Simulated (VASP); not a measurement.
Wanted: the native input for a VASP 6.6.1 run.

```
Task                   : single point
Functional             : PBEsol
Potentials or basis    : VASP PAW PBE potentials, release 64 (P)
Cutoff                 : 520 eV
k mesh                 : 8 × 1 × 6
Occupations            : gaussian, width 0.05 eV
Spin                   : no spin polarisation
Dipole correction      : no
Further INCAR settings : ALGO = Normal; EDIFF = 1e-06; NBANDS = 18
```

The structure of P lies in POSCAR:

```
P
1.0
    3.2837277200      0.0000000000      0.0000000000
    0.0000000000     34.8570309900      0.0000000000
    0.0000000000      0.0000000000      4.6320847100
P
4
Direct
    0.0000000000      0.9718332959      0.5974299605
    0.0000000000      0.0281667041      0.4025700395
    0.5000000000      0.0281667041      0.0974299605
    0.5000000000      0.9718332959      0.9025700395
```

This cell differs from its parent crystal: mode 7 (349.0 1/cm) frozen in, largest displacement -0.060 Å.

These files were run (other wordings do the same):

INCAR

```
SYSTEM = P
PREC = Accurate ; ENCUT = 520
EDIFF = 1E-6 ; ISMEAR = 0
SIGMA = 0.05 ; LREAL = .FALSE.
LASPH = .TRUE. ; NELM = 80
ALGO = Normal ; ISIF = 2
LWAVE = .FALSE. ; LCHARG = .FALSE.
GGA = PS ; NBANDS = 18
```

KPOINTS

```
Automatic mesh
0
G
  8 1 6
  0 0 0
```

Potentials or basis: VASP PAW PBE potentials, release 64 (P).

Run with:

```bash
$ cat potpaw_PBE.64/P/POTCAR > POTCAR
$ mpirun -np 1 vasp_std > vasp.out
```

It gave:

| Property | Result |
| --- | --- |
| Largest force | 1.050 eV/Å |
| Band gap on the k mesh | 1.13 eV, indirect (least direct gap 1.16 eV) |

Caveat: the cell differs from its parent crystal (mode 7 (349.0 1/cm) frozen in, largest displacement -0.060 Å); the PAW data sets were made with another functional, which shifts forces and pressure a little.

Wall time 2.6 min on 1 thread of AMD EPYC 9R45 96-Core Processor (Zen 5) (shared host), peak memory 0.54 GiB.
